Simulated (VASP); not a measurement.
# BN (P6_3/mmc) in VASP: notebook

BN is run at these levels: PBE+D3(BJ); tasks: single point.

Program: VASP 6.6.1. These are calculated values, not measurements. Logs are shortened: lines on timing, memory, paths and dates and some standing lists are left out, and cuts for length are marked.

### 1 The cell of the first run

The structure is hexagonal, space group P6_3/mmc (No. 194). The conventional cell has a = 2.406 Å, b = 2.406 Å, c = 6.617 Å, α = 90.00°, β = 90.00°, γ = 120.00°. Within 1.9 Å of B (site symmetry -6m2) lie 3 N at 1.39 Å. N (site symmetry -6m2) has 3 B at 1.39 Å within 1.9 Å.

### 2 Single point, PBE+D3(BJ) (strain -0.040 along x and y, +0.000 along z)

INCAR reads:

```
SYSTEM = BN
PREC = Accurate
ENCUT = 520
EDIFF = 1E-6
ISMEAR = 0
SIGMA = 0.05
LREAL = .False.
LASPH = .True.
NELM = 100
ALGO = Normal
ISIF = 2
LWAVE = .False.
LCHARG = .True.
GGA = PE
IVDW = 12
LELF = .True.
LVHAR = .True.
NBANDS = 16
```

KPOINTS reads:

```
regular mesh
0
Gamma
  12 12 4
  0 0 0
```

POSCAR reads:

```
BN
1.0
    2.4061805817      0.0000000000      0.0000000000
   -1.2030902908      2.0838135098      0.0000000000
    0.0000000000      0.0000000000      6.6168468515
B N
2 2
Direct
    0.3333333333      0.6666666667      0.2500000000
    0.6666666667      0.3333333333      0.7500000000
    0.3333333333      0.6666666667      0.7500000000
    0.6666666667      0.3333333333      0.2500000000
```

Potentials or basis: VASP PAW PBE potentials, release 64 (B, N).

Started as:

```console
$ cat potpaw_PBE.64/B/POTCAR potpaw_PBE.64/N/POTCAR > POTCAR
$ mpirun -np 1 vasp_std > vasp.out
```

OUTCAR:

```text
SYSTEM = BN
   PREC = Accurate
   ENCUT = 520
   EDIFF = 1E-6
   ISMEAR = 0
   LREAL = .False.
   LASPH = .True.
   NELM = 100
   ISIF = 2
   GGA = PE
   IVDW = 12
 IVDW          = 12

 ion  position               nearest neighbor table
   1  0.333  0.667  0.250-   4 1.39   4 1.39   4 1.39
   2  0.667  0.333  0.750-   3 1.39   3 1.39   3 1.39
   3  0.333  0.667  0.750-   2 1.39   2 1.39   2 1.39
   4  0.667  0.333  0.250-   1 1.39   1 1.39   1 1.39

  LATTYP: Found a hexagonal cell.
 ALAT       =     2.4061805817
 C/A-ratio  =     2.7499377652

  Lattice vectors:

 A1 = (   2.4061805817,   0.0000000000,   0.0000000000)
 A2 = (  -1.2030902908,   2.0838135098,   0.0000000000)
 A3 = (   0.0000000000,   0.0000000000,   6.6168468515)

Analysis of symmetry for initial positions (statically):
=====================================================================
 Subroutine PRICEL returns:
 Original cell was already a primitive cell.

 Routine SETGRP: Setting up the symmetry group for a
 hexagonal supercell.

 Subroutine GETGRP returns: Found 24 space group operations
 (whereof 12 operations were pure point group operations)
 out of a pool of 24 trial point group operations.

The static configuration has the point symmetry D_3d.
 The point group associated with its full space group is D_6h.

Analysis of symmetry for dynamics (positions and initial velocities):
=====================================================================
 Subroutine PRICEL returns:
 Original cell was already a primitive cell.

 Routine SETGRP: Setting up the symmetry group for a
 hexagonal supercell.

 Subroutine GETGRP returns: Found 24 space group operations
 (whereof 12 operations were pure point group operations)
 out of a pool of 24 trial point group operations.

The dynamic configuration has the point symmetry D_3d.
 The point group associated with its full space group is D_6h.

 Subroutine INISYM returns: Found 24 space group operations
 (whereof 12 operations are pure point group operations),
 and found     1 'primitive' translations

----------------------------------------------------------------------------------------

                                     Primitive cell

  volume of cell :      33.1771

  direct lattice vectors                    reciprocal lattice vectors
     2.406180582  0.000000000  0.000000000     0.415596405  0.239944696  0.000000000
    -1.203090291  2.083813510  0.000000000     0.000000000  0.479889393  0.000000000
[... 94 lines left out ...]
   NFREE  =      0    steps in history (QN), initial steepest desc. (CG)
   ISIF   =      2    stress and relaxation
   ISYM   =      2    0-nonsym 1-usesym 2-fastsym
   POTIM  = 0.5000    time-step for ionic-motion
   TEBEG  =    0.0;   TEEND  =   0.0 temperature during run
   PSTRESS=    0.0 pullay stress
   NELECT =      16.0000    total number of electrons
   NUPDOWN=      -1.0000    fix difference up-down
   EMIN   =  10.00;   EMAX   =-10.00  energy-range for DOS
   EFERMI =   0.00;   METHOD = LEGACY
   ISMEAR =     0;   SIGMA  =   0.05  broadening in eV -4-tet -1-fermi 0-gaus
   EFERMI_NEDOS =   21; number of points for ismear=-14 and -15
   IALGO  =     38    algorithm
   IMIX   =      4    mixing-type and parameters
     AMIX     =   0.40;   BMIX     =  1.00
     AMIX_MAG =   1.60;   BMIX_MAG =  1.00
  volume/ion in A,a.u.               =       8.29        55.97
  Fermi-wavevector in a.u.,A,eV,Ry     =   1.283814  2.426057 22.424828  1.648178
  Thomas-Fermi vector in A             =   2.416045
   LORBIT       =      0    0 simple, 1 ext, 2 COOP (PROOUT), +10 PAW based schemes
   GGA     = PE    functional components
   LHFCALC =     F    Hartree Fock is set to
   AEXX    =    0.0000 exact exchange contribution
   IVDW    =    12    specifies the selected vdW correction
   LEPSILON=     F    determine dielectric tensor
   LRPA    =     F    only Hartree local field effects (RPA)
 non-spin polarized calculation
 Gauss-broadening in eV      SIGMA  =   0.05
  energy-cutoff  :      520.00
  volume of cell :       33.18
 maximum number of plane-waves:       936
 NGX is ok and might be reduce to    18
   NGX =  9   NGY =  9   NGZ = 25

 number of electron      16.0000005 magnetization

 Free energy of the ion-electron system (eV)
  ---------------------------------------------------
  ext. energy  EPLUGINS =         0.00000000
  ---------------------------------------------------
  free energy    TOTEN  =       -34.66747373 eV

  energy without entropy =      -34.66747373  energy(sigma->0) =      -34.66747373

 E-fermi :   3.1139     XC(G=0): -10.3389

 val. band max:        2.8352244436   @ k =   0.3333   0.3333   0.5000
 cond. band min:       7.2928534041   @ k =   0.5000   0.0000   0.0000
 fundamental gap:      4.4576289605
 Fermi energy:         3.1138909330

 k-point     1 :       0.0000    0.0000    0.0000
  band No.  band energies     occupation
      1     -15.6941      2.00000
      2     -15.4039      2.00000
      3      -4.0132      2.00000
      4      -1.9367      2.00000
      5       1.6630      2.00000
      6       1.6630      2.00000
[... 433 lines left out ...]
      3      -4.3023      2.00000
      4      -4.2501      2.00000
      5      -0.8604      2.00000
      6      -0.8235      2.00000
[... 8 lines left out ...]
     15      20.9071      0.00000
     16      22.9108      0.00000

 [... further k-points ...]

------------------------ aborting loop because EDIFF is reached ----------------------------------------

 Edisp (eV)   -0.61157

 E8    (eV) :    -0.1791

  FORCE on cell =-STRESS in cart. coord.  units (eV):
  Direction    XX          YY          ZZ          XY          YZ          ZX
  --------------------------------------------------------------------------------------
  -------------------------------------------------------------------------------------
  Total      11.04965    11.04965    -0.08300     0.00000     0.00000     0.00000
  in kB     533.60607   533.60607    -4.00845     0.00000     0.00000     0.00000
  external pressure =      354.40 kB  Pullay stress =        0.00 kB

 VOLUME and BASIS-vectors are now :
 -----------------------------------------------------------------------------
  energy-cutoff  :      520.00
  volume of cell :       33.18
      direct lattice vectors                 reciprocal lattice vectors
     2.406180582  0.000000000  0.000000000     0.415596405  0.239944696  0.000000000
    -1.203090291  2.083813510  0.000000000     0.000000000  0.479889393  0.000000000
     0.000000000  0.000000000  6.616846852     0.000000000  0.000000000  0.151129386

 POSITION                                       TOTAL-FORCE (eV/Angst)
 -----------------------------------------------------------------------------------
     -0.00000      1.38921      1.65421         0.000000      0.000000      0.000000
      1.20309      0.69460      4.96264        -0.000000      0.000000      0.000000
     -0.00000      1.38921      4.96264        -0.000000     -0.000000      0.000000
      1.20309      0.69460      1.65421        -0.000000     -0.000000      0.000000
 -----------------------------------------------------------------------------------
    total drift:                                0.000000     -0.000000      0.000000

  FREE ENERGIE OF THE ION-ELECTRON SYSTEM (eV)
  ---------------------------------------------------
  free  energy   TOTEN  =       -35.2790398193 eV

  energy  without entropy=      -35.2790398193  energy(sigma->0) =      -35.27903982
```

stdout:

```text
POSCAR found type information on POSCAR B N
 POSCAR found :  2 types and       4 ions
 scaLAPACK will be used
 LDA part: xc-table for (Slater+PW92), standard interpolation
 POSCAR, INCAR and KPOINTS ok, starting setup
 FFT: planning ... GRIDC
 FFT: planning ... GRID_SOFT
 FFT: planning ... GRID
 WAVECAR not read
 entering main loop
```

Wall time 15 s (1 thread of AMD EPYC 9R45 (Zen 5), shared host); peak memory 0.14 GiB.

What came out:

```yaml
Free_energy: -35.2790 eV
Pressure: 35.4 GPa
Band_gap_on_the_k_mesh: 4.46 eV, indirect (least direct gap 4.94 eV)
Dispersion_energy_per_atom: -0.153 eV
```

Levels at points of the mesh, in eV from the valence-band top:
```tsv
k point	band 5	band 6	band 7	band 8	band 9	band 10	band 11	band 12
(0.00, 0.00, 0.00)	-1.17	-1.17	-1.14	-1.14	5.22	10.70	12.58	12.58
(0.50, 0.00, 0.00)	-4.32	-4.26	-1.55	-0.56	4.46	5.90	10.61	11.29
(0.00, 0.00, 0.50)	-1.16	-1.16	-1.16	-1.16	7.71	7.71	12.64	12.64
(0.50, 0.00, 0.50)	-4.29	-4.29	-1.04	-1.04	4.96	4.96	11.18	11.18
```

Caveat: the cell differs from its parent crystal (strain -0.040 along x and y, +0.000 along z).

### 3 Single point, PBE+D3(BJ) (strain +0.000 along x and y, -0.040 along z)

INCAR reads:

```
SYSTEM = BN
  PREC = Accurate
  ENCUT = 520
  EDIFF = 1E-6
  ISMEAR = 0
  SIGMA = 0.05
  LREAL = .False.
  LASPH = .True.
  NELM = 60
  ALGO = Normal
  ISIF = 2
  LWAVE = .False.
  LCHARG = .True.
  GGA = PE
  IVDW = 12
  LELF = .True.
  LVHAR = .True.
  NBANDS = 16
```

KPOINTS reads:

```
Automatic mesh
0
Gamma
  12 12 4
  0 0 0
```

POSCAR reads:

```
BN
1.0
    2.5064381059      0.0000000000      0.0000000000
   -1.2532190530      2.1706390727      0.0000000000
    0.0000000000      0.0000000000      6.3521729774
B N
2 2
Direct
    0.3333333333      0.6666666667      0.2500000000
    0.6666666667      0.3333333333      0.7500000000
    0.3333333333      0.6666666667      0.7500000000
    0.6666666667      0.3333333333      0.2500000000
```

Potentials or basis: VASP PAW PBE potentials, release 64 (B, N).

Started as:

```console
$ cat potpaw_PBE.64/B/POTCAR potpaw_PBE.64/N/POTCAR > POTCAR
$ mpirun -np 1 vasp_std > vasp.out
```

Wall time 17 s (1 thread of AMD EPYC 9R45 (Zen 5), shared host); peak memory 0.14 GiB.

Results (log left out):

- Free energy: -35.7114 eV
- Pressure: 0.5 GPa
- Band gap on the k mesh: 4.17 eV, indirect (least direct gap 4.53 eV)
- Dispersion energy per atom: -0.149 eV

Stress tensor (GPa, compression positive):
```
0.12 0.00 0.00
0.00 0.12 0.00
0.00 0.00 1.36
```

Levels at points of the mesh, in eV from the valence-band top:
| k point | band 5 | band 6 | band 7 | band 8 | band 9 | band 10 | band 11 | band 12 |
| --- | --- | --- | --- | --- | --- | --- | --- | --- |
| (0.00, 0.00, 0.00) | -1.38 | -1.38 | -1.32 | -1.32 | 5.52 | 10.77 | 11.45 | 11.45 |
| (0.50, 0.00, 0.00) | -4.19 | -4.10 | -1.64 | -0.37 | 4.17 | 5.81 | 9.51 | 9.84 |
| (0.00, 0.00, 0.50) | -1.35 | -1.35 | -1.35 | -1.35 | 8.12 | 8.12 | 11.54 | 11.54 |
| (0.50, 0.00, 0.50) | -4.15 | -4.15 | -0.96 | -0.96 | 4.68 | 4.68 | 9.88 | 9.88 |

Caveat: the cell differs from its parent crystal (strain +0.000 along x and y, -0.040 along z). A k mesh can miss the band edges.

### 4 Single point, PBE+D3(BJ) (strain -0.040 along x and y, +0.040 along z)

INCAR reads:

```
SYSTEM = BN
PREC     = Accurate       ! precision mode
ENCUT    = 520            ! plane-wave cutoff, eV
EDIFF    = 1E-6           ! SCF threshold, eV
ISMEAR   = 0              ! smearing method
SIGMA    = 0.05           ! smearing width, eV
LREAL    = .False.        ! projectors in reciprocal space
LASPH    = .True.         ! aspherical terms in the spheres
NELM     = 60             ! most SCF steps
ALGO     = Normal         ! electronic algorithm
ISIF     = 2              ! what is computed and relaxed
LWAVE    = .False.        ! write WAVECAR
LCHARG   = .False.        ! write CHGCAR
GGA      = PE             ! functional
IVDW     = 12             ! dispersion correction
NBANDS   = 16             ! bands
```

KPOINTS is that of step 3.

POSCAR reads:

```
BN
1.0
    2.4061805817      0.0000000000      0.0000000000
   -1.2030902908      2.0838135098      0.0000000000
    0.0000000000      0.0000000000      6.8815207256
B N
2 2
Direct
    0.3333333333      0.6666666667      0.2500000000
    0.6666666667      0.3333333333      0.7500000000
    0.3333333333      0.6666666667      0.7500000000
    0.6666666667      0.3333333333      0.2500000000
```

Started as:

```console
$ cat potpaw_PBE.64/B/POTCAR potpaw_PBE.64/N/POTCAR > POTCAR
$ mpirun -np 1 vasp_std > vasp.out
```

Run time: 16 s. Hardware: 1 thread of AMD EPYC 9R45 (Zen 5), shared host; peak memory 0.14 GiB.

The run converged. Its results:

| Property | Result |
| --- | --- |
| Free energy | -35.2728 eV |
| Pressure | 33.8 GPa |
| Band gap on the k mesh | 4.53 eV, indirect (least direct gap 4.96 eV) |
| Dispersion energy per atom | -0.146 eV |

Stress tensor (GPa, compression positive):
```
51.40  0.00  0.00
 0.00 51.40  0.00
 0.00  0.00 -1.39
```

Levels at points of the mesh, in eV from the valence-band top:
| k point | band 5 | band 6 | band 7 | band 8 | band 9 | band 10 | band 11 | band 12 |
| --- | --- | --- | --- | --- | --- | --- | --- | --- |
| (0.00, 0.00, 0.00) | -1.17 | -1.17 | -1.15 | -1.15 | 4.97 | 10.11 | 12.59 | 12.59 |
| (0.50, 0.00, 0.00) | -4.32 | -4.28 | -1.44 | -0.65 | 4.53 | 5.74 | 10.58 | 11.31 |
| (0.00, 0.00, 0.50) | -1.16 | -1.16 | -1.16 | -1.16 | 7.22 | 7.22 | 12.63 | 12.63 |
| (0.50, 0.00, 0.50) | -4.30 | -4.30 | -1.04 | -1.04 | 4.97 | 4.97 | 11.14 | 11.14 |

Caveat: the cell differs from its parent crystal (strain -0.040 along x and y, +0.040 along z). A k mesh can miss the band edges.

### 5 Single point, PBE+D3(BJ) (strain -0.040 along x and y, +0.080 along z)

INCAR reads:

```
SYSTEM = BN
PREC = Accurate ; ENCUT = 520
EDIFF = 1E-6 ; ISMEAR = 0
SIGMA = 0.05 ; LREAL = .FALSE.
LASPH = .TRUE. ; NELM = 60
ALGO = Normal ; ISIF = 2
LWAVE = .FALSE. ; LCHARG = .FALSE.
GGA = PE ; IVDW = 12
NBANDS = 16
```

KPOINTS reads:

```
Automatic mesh
0
G
  12 12 4
  0 0 0
```

Edit POSCAR of step 4 so:

```diff
@@ -4,3 +4,3 @@
    -1.2030902908      2.0838135098      0.0000000000
-    0.0000000000      0.0000000000      6.8815207256
+    0.0000000000      0.0000000000      7.1461945996
 B N
```

Started as:

```console
$ cat potpaw_PBE.64/B/POTCAR potpaw_PBE.64/N/POTCAR > POTCAR
$ mpirun -np 1 vasp_std > vasp.out
```

Wall time 15 s (1 thread of AMD EPYC 9R45 (Zen 5), shared host); peak memory 0.14 GiB.

Results (log left out):

* Free energy: -35.2605 eV
* Pressure: 32.4 GPa
* Band gap on the k mesh: 4.59 eV, indirect (least direct gap 4.96 eV)
* Dispersion energy per atom: -0.139 eV

Stress tensor (GPa, compression positive):
```
49.58  0.00  0.00
 0.00 49.58  0.00
 0.00  0.00 -1.92
```

Levels at points of the mesh, in eV from the valence-band top:
```
           k point  band 5  band 6  band 7  band 8  band 9  band 10  band 11  band 12
(0.00, 0.00, 0.00)   -1.18   -1.18   -1.16   -1.16    4.78     9.57    12.60    12.60
(0.50, 0.00, 0.00)   -4.32   -4.29   -1.35   -0.73    4.59     5.60    10.56    11.32
(0.00, 0.00, 0.50)   -1.17   -1.17   -1.17   -1.17    6.81     6.81    12.63    12.63
(0.50, 0.00, 0.50)   -4.30   -4.30   -1.04   -1.04    4.98     4.98    11.10    11.10
```

Caveat: the cell differs from its parent crystal (strain -0.040 along x and y, +0.080 along z). A k mesh can miss the band edges.

### 6 Overview

```csv
cell,gap on the mesh (eV),pressure (GPa)
"a = 2.406, b = 2.406, c = 6.617 Å, angles 90.0, 90.0, 120.0°, 4 atoms",4.46,35.4
"a = 2.506, b = 2.506, c = 6.352 Å, angles 90.0, 90.0, 120.0°, 4 atoms",4.17,0.5
"a = 2.406, b = 2.406, c = 6.882 Å, angles 90.0, 90.0, 120.0°, 4 atoms",4.53,33.8
"a = 2.406, b = 2.406, c = 7.146 Å, angles 90.0, 90.0, 120.0°, 4 atoms",4.59,32.4
```

Alike in all rows: task single point; level PBE+D3(BJ); potentials or basis VASP PAW PBE potentials, release 64 (B, N); no spin polarisation; k mesh 12 × 12 × 4; cutoff (eV) 520; smearing gaussian 0.05 eV.

Total energies depend on the potentials used, so only differences within one code and one set of settings carry meaning.
